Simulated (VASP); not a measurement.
# Te2Mo in VASP: a series of runs, part 2 of 2

VASP 6.6.1.

## 4. Single point, BLYP

INCAR reads:

```
PREC = Accurate
ENCUT = 520
EDIFF = 1E-7
ISMEAR = -1
SIGMA = 0.05
LREAL = F
LASPH = T
NELM = 100
ALGO = Normal
ISIF = 2
LWAVE = F
LCHARG = F
GGA = B5
ALDAX = 1.0
AGGAX = 1.0
AGGAC = 1.0
ALDAC = 0.0
NBANDS = 64
```

KPOINTS reads:

```
regular mesh
0
Gamma
  9 9 1
```

POSCAR reads:

```
Te2Mo
1.0
    3.6757012178      0.0000000000      0.0000000000
   -1.8378506089      3.1832506313      0.0000000000
    0.0000000000      0.0000000000     42.2613207956
Te Mo
8 4
Direct
    0.3333333333      0.6666666667      0.4182714207
    0.3333333333      0.6666666667      0.9193299561
    0.6666666667      0.3333333333      0.1659754820
    0.6666666667      0.3333333333      0.6669952265
    0.6666666667      0.3333333333      0.0806700439
    0.6666666667      0.3333333333      0.5817285793
    0.3333333333      0.6666666667      0.3330047735
    0.3333333333      0.6666666667      0.8340245180
    0.6666666667      0.3333333333      0.3756379995
    0.6666666667      0.3333333333      0.8766774699
    0.3333333333      0.6666666667      0.1233225301
    0.3333333333      0.6666666667      0.6243620005
```

Potentials or basis: VASP PAW PBE potentials, release 64 (Te, Mo_sv).

On the command line:

```bash
> cat potpaw_PBE.64/Te/POTCAR potpaw_PBE.64/Mo_sv/POTCAR > POTCAR
> mpirun -np 1 vasp_std > vasp.out
```

OUTCAR:

```text
PREC = Accurate
   ENCUT = 520
   EDIFF = 1E-7
   ISMEAR = -1
   LREAL = F
   LASPH = T
   NELM = 100
   ISIF = 2
   GGA = B5

 ion  position               nearest neighbor table
   1  0.333  0.667  0.418-   9 2.78   9 2.78   9 2.78   7 3.60
   2  0.333  0.667  0.919-  10 2.78  10 2.78  10 2.78   8 3.61
   3  0.667  0.333  0.166-  11 2.78  11 2.78  11 2.78   5 3.61
   4  0.667  0.333  0.667-  12 2.78  12 2.78  12 2.78   6 3.60
   5  0.667  0.333  0.081-  11 2.78  11 2.78  11 2.78   3 3.61
[... 1019 lines left out ...]

 VOLUME and BASIS-vectors are now :
 -----------------------------------------------------------------------------
  energy-cutoff  :      520.00
  volume of cell :      494.49
      direct lattice vectors                 reciprocal lattice vectors
     3.675701218  0.000000000  0.000000000     0.272056933  0.157072144  0.000000000
    -1.837850609  3.183250631  0.000000000     0.000000000  0.314144287  0.000000000
     0.000000000  0.000000000 42.261320796     0.000000000  0.000000000  0.023662299

 POSITION                                       TOTAL-FORCE (eV/Angst)
 -----------------------------------------------------------------------------------
     -0.00000      2.12217     17.67670         0.000000     -0.000000      0.059901
     -0.00000      2.12217     38.85210         0.000000     -0.000000      0.049707
      1.83785      1.06108      7.01434         0.000000      0.000000      0.050196
      1.83785      1.06108     28.18810        -0.000000      0.000000      0.060416
      1.83785      1.06108      3.40922        -0.000000      0.000000     -0.049707
      1.83785      1.06108     24.58462        -0.000000      0.000000     -0.059901
     -0.00000      2.12217     14.07322         0.000000     -0.000000     -0.060416
     -0.00000      2.12217     35.24698        -0.000000      0.000000     -0.050196
      1.83785      1.06108     15.87496        -0.000000     -0.000000     -0.000086
      1.83785      1.06108     37.04955         0.000000     -0.000000     -0.000337
     -0.00000      2.12217      5.21177         0.000000      0.000000      0.000337
     -0.00000      2.12217     26.38636         0.000000      0.000000      0.000086
 -----------------------------------------------------------------------------------
    total drift:                                0.000000      0.000000      0.000000

  FREE ENERGIE OF THE ION-ELECTRON SYSTEM (eV)
  ---------------------------------------------------
  free  energy   TOTEN  =       -61.4995955841 eV

  energy  without entropy=      -61.4995560474  energy(sigma->0) =      -61.49957582
```

stdout:

```text
POSCAR found type information on POSCAR TeMo
 POSCAR found :  2 types and      12 ions
 scaLAPACK will be used
 -----------------------------------------------------------------------------
|                                                                             |
|                                                                             |
|     You enforced a specific xc type in the INCAR file but a different       |
|     I HOPE YOU KNOW WHAT YOU ARE DOING!                                     |
|                                                                             |
 -----------------------------------------------------------------------------

 LDA part: xc-table for (Slater(with rela. corr.)+VWN5), standard interpolation
 POSCAR, INCAR and KPOINTS ok, starting setup
 FFT: planning ... GRIDC
 FFT: planning ... GRID_SOFT
 FFT: planning ... GRID
 WAVECAR not read
 entering main loop
```

Run time: 9.5 min. Hardware: 1 thread of AMD EPYC 9R45 (Zen 5), shared host; peak memory 0.68 GiB.

What came out:

```
Free energy            : -61.4996 eV
Pressure               : 0.2 GPa
Largest force          : 0.060 eV/Å
Band gap on the k mesh : 0.87 eV
```

Forces in eV/Å, atoms in the order of the input:
```
Te   0.000  0.000  0.060
Te   0.000  0.000  0.050
Te   0.000  0.000  0.050
Te   0.000  0.000  0.060
Te   0.000  0.000 -0.050
Te   0.000  0.000 -0.060
Te   0.000  0.000 -0.060
Te   0.000  0.000 -0.050
Mo   0.000  0.000  0.000
Mo   0.000  0.000  0.000
Mo   0.000  0.000  0.000
Mo   0.000  0.000  0.000
```

Levels at points of the mesh, in eV from the valence-band top:
```csv
k point,band 50,band 51,band 52,band 53,band 54,band 55
"(0.00, 0.00, 0.00)",-0.18,-0.18,-0.16,2.69,2.69,2.69
```

Caveat: the PAW data sets were made with another functional, which shifts forces and pressure a little; spin-orbit coupling is left out, which moves the levels of the heavy elements; an odd mesh through Γ misses points on the zone boundary, where band edges can lie.

## 5. The runs side by side

```tsv
level	cell	k mesh	gap on the mesh (eV)	pressure (GPa)	largest force (eV/Å)
BLYP	a = 3.676, b = 3.676, c = 42.255 Å, angles 90.0, 90.0, 120.0°, 12 atoms, atomic positions A	7 × 7 × 1	1.17	0.2	0.06
PBE	a = 3.243, b = 3.243, c = 25.076 Å, angles 90.0, 90.0, 120.0°, 12 atoms, atomic positions B	7 × 7 × 1	none	30.0	0.02
BLYP	a = 3.676, b = 3.676, c = 42.261 Å, angles 90.0, 90.0, 120.0°, 12 atoms, atomic positions A	9 × 9 × 1	0.87	0.2	0.06
```

Alike in all rows: task single point; potentials or basis VASP PAW PBE potentials, release 64 (Te, Mo_sv); no spin polarisation; cutoff (eV) 520; smearing fermi-dirac 0.05 eV.

Caveats: spin-orbit coupling is left out, which moves the levels of the heavy elements; the PAW data sets were made with another functional, which shifts forces and pressure a little (at least some runs); an odd mesh through Γ misses points on the zone boundary, where band edges can lie (at least some runs); the cell stands under pressure (at least some runs).

Absolute energies hang on the potentials; compare differences alone.
